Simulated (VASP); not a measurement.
B, 4 atoms in the cell. It takes space group I4/mcm (No. 140, tetragonal). The conventional cell has a = 3.276 Å, b = 3.276 Å, c = 8.814 Å, α = 90.00°, β = 90.00°, γ = 90.00°. B (site symmetry m2m) has 5 B at 1.60 to 1.71 Å within 2.1 Å. 

| Property | Result |
| --- | --- |
| Program | VASP 6.6.1 |
| Task | single point |
| Functional | PBE |
| Potentials or basis | VASP PAW PBE potentials, release 64 (B) |
| Cutoff | 520 eV |
| k mesh | 8 × 8 × 8 |
| Occupations | gaussian, width 0.1 eV |
| Spin | no spin polarisation |
| Dipole correction | no |
| Further INCAR settings | ALGO = Normal; EDIFF = 1e-06; NBANDS = 14 |

Potentials or basis: VASP PAW PBE potentials, release 64 (B).

Run with:

```bash
$ cat potpaw_PBE.64/B/POTCAR > POTCAR
$ mpirun -np 1 vasp_std > vasp.out
```

Hardware: 1 thread of Intel(R) Xeon(R) 6975P-C (Granite Rapids), on a shared host.

Task: Estimate the wall time of this run.

Result: It took 32 s on 1 thread of Intel(R) Xeon(R) 6975P-C (Granite Rapids), on a shared host, peak memory 0.22 GiB. Counts: scf iterations 13, k points 59.
